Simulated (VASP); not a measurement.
# Co12Si24B (a cell with a defect): single point with PBE

The system is Co12Si24B (a cell with a defect).

```
CELL_PARAMETERS angstrom
0.00000 5.36029 5.36029
5.36029 0.00000 5.36029
8.04043 8.04043 0.00000
ATOMIC_POSITIONS crystal
Co 0.02103 0.98965 0.99661
Co 0.99735 0.01354 0.33153
Co 0.98727 0.02187 0.66556
Co 0.00757 0.50674 0.99839
Co 0.00281 0.51240 0.33077
Co 0.99556 0.52177 0.66118
Co 0.49925 0.99520 0.99543
Co 0.50036 0.00494 0.33531
Co 0.48554 0.02283 0.67272
Co 0.52969 0.45628 0.00565
Co 0.50177 0.51016 0.33144
Co 0.49123 0.52328 0.66299
Si 0.37640 0.37370 0.25299
Si 0.12449 0.14306 0.08183
Si 0.36899 0.38927 0.58007
Si 0.12576 0.13824 0.41639
Si 0.37773 0.37757 0.91267
Si 0.11526 0.15653 0.74370
Si 0.37259 0.88097 0.24810
Si 0.13993 0.61520 0.08257
Si 0.36204 0.88819 0.58483
Si 0.12768 0.64089 0.41417
Si 0.42047 0.79351 0.92488
Si 0.12066 0.64903 0.74799
Si 0.87345 0.38429 0.25003
Si 0.64394 0.09834 0.08381
Si 0.86792 0.38883 0.57849
Si 0.62308 0.13772 0.41897
Si 0.89463 0.37692 0.91048
Si 0.61625 0.15768 0.74640
Si 0.87518 0.88076 0.24858
Si 0.64052 0.61744 0.08321
Si 0.86489 0.88692 0.58315
Si 0.62807 0.63765 0.41613
Si 0.87579 0.87787 0.91348
Si 0.62984 0.63748 0.74249
B 0.29054 0.08681 0.87864
```

```json
{
  "Program": "VASP 6.6.1",
  "Task": "single point",
  "Functional": "PBE",
  "Potentials or basis": "VASP PAW PBE potentials, release 64 (Co, Si, B)",
  "Cutoff": "520 eV",
  "k mesh": "1 × 1 × 1",
  "Occupations": "methfessel-paxton, width 0.1 eV",
  "Spin": "no spin polarisation"
}
```

```json
{"Pressure": "1.2 GPa", "Largest force": "0.317 eV/Å", "Band gap on the k mesh": "zero (an odd number of electrons rules out a gap without spin polarisation)"}
```

Forces in eV/Å, atoms in the order of the input:
```
Co   0.043 -0.031 -0.039
Co   0.028  0.026 -0.017
Co  -0.039  0.076  0.049
Co   0.019 -0.012 -0.042
Co   0.008  0.015 -0.034
Co  -0.004 -0.010  0.004
Co   0.019 -0.027  0.006
Co  -0.009  0.000 -0.014
Co  -0.058  0.010  0.019
Co   0.005 -0.048 -0.025
Co   0.012 -0.029 -0.012
Co  -0.053  0.019 -0.023
Si  -0.020 -0.030  0.004
Si  -0.016 -0.005 -0.024
Si   0.003 -0.018 -0.021
Si   0.005  0.012  0.018
Si   0.014 -0.042 -0.057
Si   0.037  0.071  0.017
Si  -0.016 -0.023  0.013
Si   0.000 -0.006  0.011
Si  -0.031  0.056  0.019
Si   0.002 -0.003 -0.006
Si   0.054 -0.063 -0.002
Si  -0.009  0.027 -0.042
Si   0.003 -0.023 -0.011
Si   0.015 -0.018  0.011
Si   0.005  0.035 -0.001
Si   0.007 -0.009  0.007
Si   0.023 -0.014 -0.048
Si  -0.067  0.118  0.028
Si  -0.008 -0.010 -0.002
Si  -0.011 -0.058 -0.019
Si   0.013  0.032 -0.006
Si  -0.017 -0.002 -0.013
Si   0.031  0.026 -0.031
Si   0.053  0.014 -0.024
B   -0.039 -0.058  0.310
```

Stress tensor (GPa, compression positive):
```
 3.06 -4.02  2.08
-4.02  0.50 -4.20
 2.08 -4.20  0.18
```

Levels at points of the mesh, in eV from the Fermi level:
| k point | band 102 | band 103 | band 104 | band 105 | band 106 | band 107 |
| --- | --- | --- | --- | --- | --- | --- |
| (0.00, 0.00, 0.00) | -0.55 | -0.21 | 0.00 | 0.18 | 0.31 | 0.53 |

Run time: 8.6 min on 1 thread of Intel Xeon 8259CL, with other jobs on the host, peak memory 0.59 GiB.

Caveat: the k points lie up to 1.02 Å⁻¹ apart, too coarse for converged energies and pressures of a metal; the run has no spin polarisation, though such a crystal can be magnetic. Spin polarisation is off, so any magnetic state and its effect on volume and gap are missing.
